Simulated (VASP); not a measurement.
# Pb2O (Pn-3m) in VASP: notebook

Runs on Pb2O. Level: PBE. Tasks: single point.

Program: VASP 6.6.1. These are calculated values, not measurements. Logs are shortened: lines on timing, memory, paths and dates and some standing lists are left out, and cuts for length are marked.

## Step 1: The cell of the first run

Symmetry: Pn-3m, No. 224, cubic system. The conventional cell has a = 5.156 Å, b = 5.156 Å, c = 5.156 Å, α = 90.00°, β = 90.00°, γ = 90.00°. Within 3.0 Å of Pb (site symmetry -3m) lie 2 O at 2.23 Å. Within 3.0 Å of O (site symmetry -43m) lie 4 Pb at 2.23 Å.

## Step 2: Single point, PBE

Input file INCAR:

```
SYSTEM = Pb2O
PREC = Accurate
ENCUT = 520
EDIFF = 1E-6
ISMEAR = 1
SIGMA = 0.05
LREAL = .FALSE.
LASPH = .TRUE.
NELM = 80
ALGO = Normal
ISIF = 2
LWAVE = .FALSE.
LCHARG = .FALSE.
GGA = PE
NBANDS = 43
```

Input file KPOINTS:

```
regular mesh
0
G
  5 5 5
  0 0 0
```

Input file POSCAR:

```
Pb2O
1.0
    5.1555677662      0.0000000000      0.0000000000
    0.0000000000      5.1555677662      0.0000000000
    0.0000000000      0.0000000000      5.1555677662
Pb O
4 2
Direct
    0.2500000000      0.2500000000      0.2500000000
    0.7500000000      0.7500000000      0.2500000000
    0.2500000000      0.7500000000      0.7500000000
    0.7500000000      0.2500000000      0.7500000000
    0.0000000000      0.0000000000      0.0000000000
    0.5000000000      0.5000000000      0.5000000000
```

Potentials or basis: VASP PAW PBE potentials, release 64 (Pb_d, O).

On the command line:

```sh
$ cat potpaw_PBE.64/Pb_d/POTCAR potpaw_PBE.64/O/POTCAR > POTCAR
$ mpirun -np 1 vasp_std > vasp.out
```

OUTCAR:

```text
SYSTEM = Pb2O
   PREC = Accurate
   ENCUT = 520
   EDIFF = 1E-6
   ISMEAR = 1
   LREAL = .FALSE.
   LASPH = .TRUE.
   NELM = 80
   ISIF = 2
   GGA = PE

 ion  position               nearest neighbor table
   1  0.250  0.250  0.250-   5 2.23   6 2.23   4 3.65   2 3.65   3 3.65   3 3.65   4 3.65   2 3.65
                             3 3.65   3 3.65   2 3.65   4 3.65   4 3.65   2 3.65
   2  0.750  0.750  0.250-   5 2.23   6 2.23   4 3.65   1 3.65   3 3.65   3 3.65   4 3.65   1 3.65
                             4 3.65   4 3.65   1 3.65   3 3.65   3 3.65   1 3.65
   3  0.250  0.750  0.750-   5 2.23   6 2.23   4 3.65   1 3.65   2 3.65   1 3.65   2 3.65   1 3.65
                             4 3.65   1 3.65   2 3.65   4 3.65   2 3.65   4 3.65
   4  0.750  0.250  0.750-   5 2.23   6 2.23   3 3.65   1 3.65   2 3.65   1 3.65   2 3.65   2 3.65
                             3 3.65   2 3.65   1 3.65   3 3.65   1 3.65   3 3.65
   5  0.000  0.000  0.000-   1 2.23   2 2.23   3 2.23   4 2.23
   6  0.500  0.500  0.500-   1 2.23   2 2.23   3 2.23   4 2.23

  LATTYP: Found a simple cubic cell.
 ALAT       =     5.1555677662

  Lattice vectors:

 A1 = (   5.1555677662,   0.0000000000,   0.0000000000)
 A2 = (   0.0000000000,   5.1555677662,   0.0000000000)
 A3 = (   0.0000000000,   0.0000000000,   5.1555677662)

Analysis of symmetry for initial positions (statically):
=====================================================================
 Subroutine PRICEL returns:
 Original cell was already a primitive cell.

 Routine SETGRP: Setting up the symmetry group for a
 simple cubic supercell.

 Subroutine GETGRP returns: Found 48 space group operations
 (whereof 24 operations were pure point group operations)
 out of a pool of 48 trial point group operations.

The static configuration has the point symmetry T_d .
 The point group associated with its full space group is O_h .

Analysis of symmetry for dynamics (positions and initial velocities):
=====================================================================
 Subroutine PRICEL returns:
 Original cell was already a primitive cell.

 Routine SETGRP: Setting up the symmetry group for a
 simple cubic supercell.

 Subroutine GETGRP returns: Found 48 space group operations
 (whereof 24 operations were pure point group operations)
 out of a pool of 48 trial point group operations.

The dynamic configuration has the point symmetry T_d .
 The point group associated with its full space group is O_h .

 Subroutine INISYM returns: Found 48 space group operations
 (whereof 24 operations are pure point group operations),
 and found     1 'primitive' translations
[... 92 lines left out ...]
   IBRION =     -1    ionic relax: 0-MD 1-quasi-New 2-CG
   NFREE  =      0    steps in history (QN), initial steepest desc. (CG)
   ISIF   =      2    stress and relaxation
   ISYM   =      2    0-nonsym 1-usesym 2-fastsym
   POTIM  = 0.5000    time-step for ionic-motion
   TEBEG  =    0.0;   TEEND  =   0.0 temperature during run
   PSTRESS=    0.0 pullay stress
   NELECT =      68.0000    total number of electrons
   NUPDOWN=      -1.0000    fix difference up-down
   EMIN   =  10.00;   EMAX   =-10.00  energy-range for DOS
   EFERMI =   0.00;   METHOD = LEGACY
   ISMEAR =     1;   SIGMA  =   0.05  broadening in eV -4-tet -1-fermi 0-gaus
   EFERMI_NEDOS =   21; number of points for ismear=-14 and -15
   IALGO  =     38    algorithm
   IMIX   =      4    mixing-type and parameters
     AMIX     =   0.40;   BMIX     =  1.00
     AMIX_MAG =   1.60;   BMIX_MAG =  1.00
  volume/ion in A,a.u.               =      22.84       154.13
  Fermi-wavevector in a.u.,A,eV,Ry     =   1.296088  2.449252 22.855682  1.679845
  Thomas-Fermi vector in A             =   2.427567
   LORBIT       =      0    0 simple, 1 ext, 2 COOP (PROOUT), +10 PAW based schemes
   GGA     = PE    functional components
   LHFCALC =     F    Hartree Fock is set to
   AEXX    =    0.0000 exact exchange contribution
   IVDW    =     0    specifies the selected vdW correction
   LEPSILON=     F    determine dielectric tensor
   LRPA    =     F    only Hartree local field effects (RPA)
 non-spin polarized calculation
 Methfessel and Paxton  Order N= 1 SIGMA  =   0.05
  energy-cutoff  :      520.00
  volume of cell :      137.03
 maximum number of plane-waves:      3743
 NGX is ok and might be reduce to    40
   NGX = 19   NGY = 19   NGZ = 19

 number of electron      68.0000005 magnetization

 Free energy of the ion-electron system (eV)
  ---------------------------------------------------
  ext. energy  EPLUGINS =         0.00000000
  ---------------------------------------------------
  free energy    TOTEN  =       -25.55927381 eV

  energy without entropy =      -25.55487172  energy(sigma->0) =      -25.55780644

 E-fermi :   6.3322     XC(G=0): -10.1479

 val. band max:        6.1862378563   @ k =   0.4000   0.0000   0.0000
 cond. band min:       6.3347588836   @ k =   0.4000   0.2000   0.0000
 fundamental gap:      0.1485210273
 Fermi energy:         6.3322116488

 k-point     1 :       0.0000    0.0000    0.0000
  band No.  band energies     occupation
      1     -13.1578      2.00000
      2     -11.8150      2.00000
      3     -10.2245      2.00000
      4     -10.2245      2.00000
      5     -10.1456      2.00000
      6     -10.1456      2.00000
[... 449 lines left out ...]
     42      13.9297      0.00000
     43      14.2909      0.00000

------------------------ aborting loop because EDIFF is reached ----------------------------------------

  FORCE on cell =-STRESS in cart. coord.  units (eV):
  Direction    XX          YY          ZZ          XY          YZ          ZX
  --------------------------------------------------------------------------------------
  -------------------------------------------------------------------------------------
  Total       10.9982007     10.9982007     10.9982007     -0.0000000     -0.0000000     -0.0000000
  in kB      128.5886761    128.5886761    128.5886761     -0.0000000     -0.0000000     -0.0000000
  external PRESSURE =     128.5886761 kB  Pullay stress =       0.0000000 kB

 VOLUME and BASIS-vectors are now :
 -----------------------------------------------------------------------------
  energy-cutoff  :      520.00
  volume of cell :      137.03
      direct lattice vectors                 reciprocal lattice vectors
     5.155567766  0.000000000  0.000000000     0.193965058  0.000000000  0.000000000
     0.000000000  5.155567766  0.000000000     0.000000000  0.193965058  0.000000000
     0.000000000  0.000000000  5.155567766     0.000000000  0.000000000  0.193965058

 POSITION                                       TOTAL-FORCE (eV/Angst)
 -----------------------------------------------------------------------------------
      1.28889      1.28889      1.28889         0.000000     -0.000000      0.000000
      3.86668      3.86668      1.28889        -0.000000     -0.000000     -0.000000
      1.28889      3.86668      3.86668         0.000000      0.000000      0.000000
      3.86668      1.28889      3.86668        -0.000000     -0.000000      0.000000
      0.00000      0.00000      0.00000        -0.000000      0.000000     -0.000000
      2.57778      2.57778      2.57778        -0.000000      0.000000     -0.000000
 -----------------------------------------------------------------------------------
    total drift:                                0.000000      0.000000     -0.000000

  FREE ENERGIE OF THE ION-ELECTRON SYSTEM (eV)
  ---------------------------------------------------
  free  energy   TOTEN  =       -25.5592738071 eV

  energy  without entropy=      -25.5548717166  energy(sigma->0) =      -25.55780644
```

stdout:

```text
POSCAR found type information on POSCAR PbO
 POSCAR found :  2 types and       6 ions
 scaLAPACK will be used
 LDA part: xc-table for (Slater+PW92), standard interpolation
 POSCAR, INCAR and KPOINTS ok, starting setup
 FFT: planning ... GRIDC
 FFT: planning ... GRID_SOFT
 FFT: planning ... GRID
 WAVECAR not read
 entering main loop
```

Wall time 49 s (1 thread of Intel Xeon Platinum 8488C (Sapphire Rapids), shared host); peak memory 0.25 GiB.

Results:

```
Free energy            : -25.5593 eV
Pressure               : 12.9 GPa
Band gap on the k mesh : zero (bands 34 and 35 overlap by 0.44 eV)
```

Caveat: the cell stands under pressure; semilocal functionals underestimate gaps, so a narrow gap can read as zero; spin-orbit coupling is left out, which moves the levels of the heavy elements.

## Step 3: Single point, PBE

This run uses another cell than the first one, of 23.88 Å³/atom.

Input file INCAR:

```
ALGO     = Normal         # electronic algorithm
EDIFF    = 1E-6           # SCF threshold, eV
ENCUT    = 520            # plane-wave cutoff, eV
GGA      = PE             # functional
ISIF     = 2              # what is computed and relaxed
ISMEAR   = 1              # smearing method
LASPH    = True           # aspherical terms in the spheres
LCHARG   = False          # write CHGCAR
LREAL    = False          # projectors in reciprocal space
LWAVE    = False          # write WAVECAR
NBANDS   = 43             # bands
NELM     = 60             # most SCF steps
PREC     = Accurate       # precision mode
SIGMA    = 0.05           # smearing width, eV
```

Input file KPOINTS:

```
k-points
0
Gamma
  5 5 5
```

POSCAR, as its differences from that of step 2:

```diff
@@ -2,5 +2,5 @@
 1.0
-    5.1555677662      0.0000000000      0.0000000000
-    0.0000000000      5.1555677662      0.0000000000
-    0.0000000000      0.0000000000      5.1555677662
+    5.2325278851      0.0000000000      0.0000000000
+    0.0000000000      5.2325278851      0.0000000000
+    0.0000000000      0.0000000000      5.2325278851
 Pb O
```

Potentials or basis: VASP PAW PBE potentials, release 64 (Pb_d, O).

On the command line:

```sh
$ cat potpaw_PBE.64/Pb_d/POTCAR potpaw_PBE.64/O/POTCAR > POTCAR
$ mpirun -np 1 vasp_std > vasp.out
```

Wall time 51 s (1 thread of Intel Xeon Platinum 8488C (Sapphire Rapids), shared host); peak memory 0.25 GiB.

It converged, with:

* Free energy: -25.9831 eV
* Pressure: 8.8 GPa
* Band gap on the k mesh: zero (bands 34 and 35 overlap by 0.40 eV)

Levels at points of the mesh, in eV from the Fermi level:
| k point | band 30 | band 31 | band 32 | band 33 | band 34 | band 35 | band 36 | band 37 | band 38 | band 39 |
| --- | --- | --- | --- | --- | --- | --- | --- | --- | --- | --- |
| (0.00, 0.00, 0.00) | -2.35 | -2.35 | -0.42 | -0.42 | -0.42 | 2.19 | 2.19 | 2.19 | 2.91 | 5.80 |

Caveat: the cell stands under pressure; semilocal functionals underestimate gaps, so a narrow gap can read as zero; spin-orbit coupling is left out, which moves the levels of the heavy elements.

## Step 4: Single point, PBE

This run uses another cell than the first one, of 24.92 Å³/atom.

Input file INCAR:

```
SYSTEM = Pb2O
PREC     = Accurate       ! precision mode
ENCUT    = 520            ! plane-wave cutoff, eV
EDIFF    = 1E-6           ! SCF threshold, eV
ISMEAR   = 1              ! smearing method
SIGMA    = 0.05           ! smearing width, eV
LREAL    = .FALSE.        ! projectors in reciprocal space
LASPH    = .TRUE.         ! aspherical terms in the spheres
NELM     = 60             ! most SCF steps
ALGO     = Normal         ! electronic algorithm
ISIF     = 2              ! what is computed and relaxed
LWAVE    = .FALSE.        ! write WAVECAR
LCHARG   = .FALSE.        ! write CHGCAR
GGA      = PE             ! functional
NBANDS   = 43             ! bands
```

Input file KPOINTS:

```
regular mesh
0
G
  5 5 5
  0 0 0
```

POSCAR, as its differences from that of step 3:

```diff
@@ -2,5 +2,5 @@
 1.0
-    5.2325278851      0.0000000000      0.0000000000
-    0.0000000000      5.2325278851      0.0000000000
-    0.0000000000      0.0000000000      5.2325278851
+    5.3072883840      0.0000000000      0.0000000000
+    0.0000000000      5.3072883840      0.0000000000
+    0.0000000000      0.0000000000      5.3072883840
 Pb O
```

On the command line:

```sh
$ cat potpaw_PBE.64/Pb_d/POTCAR potpaw_PBE.64/O/POTCAR > POTCAR
$ mpirun -np 1 vasp_std > vasp.out
```

Wall time 66 s (1 thread of Intel Xeon Platinum 8488C (Sapphire Rapids), shared host); peak memory 0.26 GiB.

It converged, with:

| Property | Result |
| --- | --- |
| Free energy | -26.2652 eV |
| Pressure | 5.5 GPa |
| Band gap on the k mesh | zero (bands 34 and 35 overlap by 0.37 eV) |

Levels at points of the mesh, in eV from the Fermi level:
| k point | band 31 | band 32 | band 33 | band 34 | band 35 | band 36 | band 37 | band 38 |
| --- | --- | --- | --- | --- | --- | --- | --- | --- |
| (0.00, 0.00, 0.00) | -2.21 | -0.50 | -0.50 | -0.50 | 2.13 | 2.13 | 2.13 | 2.80 |

Caveat: the cell stands under pressure; semilocal functionals underestimate gaps, so a narrow gap can read as zero; spin-orbit coupling is left out, which moves the levels of the heavy elements.

## Step 5: Overview

```csv
cell,gap on the mesh (eV),pressure (GPa)
"a = 5.156 Å, 6 atoms",none,12.9
"a = 5.233 Å, 6 atoms",none,8.8
"a = 5.307 Å, 6 atoms",none,5.5
```

Alike in all rows: task single point; level PBE; potentials or basis VASP PAW PBE potentials, release 64 (Pb_d, O); no spin polarisation; k mesh 5 × 5 × 5; cutoff (eV) 520; smearing methfessel-paxton 0.05 eV.

Caveats: the cell stands under pressure; semilocal functionals underestimate gaps, so a narrow gap can read as zero; spin-orbit coupling is left out, which moves the levels of the heavy elements.

Total energies depend on the potentials used, so only differences within one code and one set of settings carry meaning.
